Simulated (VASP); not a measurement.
A run of VASP 6.6.1:

INCAR

```
ALGO = Normal
EDIFF = 1E-6
EDIFFG = -0.02
ENCUT = 520
GGA = PE
IBRION = 2
ISIF = 2
ISMEAR = -1
LASPH = True
LCHARG = False
LREAL = False
LWAVE = False
NELM = 80
NSW = 80
PREC = Accurate
SIGMA = 0.02
```

File KPOINTS:

```
k-points
0
Gamma
  13 13 13
```

File POSCAR:

```
InP
1.0
    0.0000000000      2.9343500000      2.9636935000
    2.9343500000      0.0000000000      2.9636935000
    2.9343500000      2.9343500000      0.0000000000
In P
1 1
Direct
    0.0000000000      0.0000000000      0.0000000000
    0.2500000000      0.2500000000      0.2500000000
```

Potentials or basis: VASP PAW PBE potentials, release 64 (In_d, P).

Launch:

```sh
$ cat potpaw_PBE.64/In_d/POTCAR potpaw_PBE.64/P/POTCAR > POTCAR
$ mpirun -np 1 vasp_std > vasp.out
```

Hardware: 1 thread of Oxide Virtual Turin-like Processor (shared host).

Q: Estimate the wall time of this run.

A: It took 2.5 min on 1 thread of Oxide Virtual Turin-like Processor, on a shared host, peak memory 0.24 GiB. Counts: scf iterations 13, k points 196, ion steps 1.
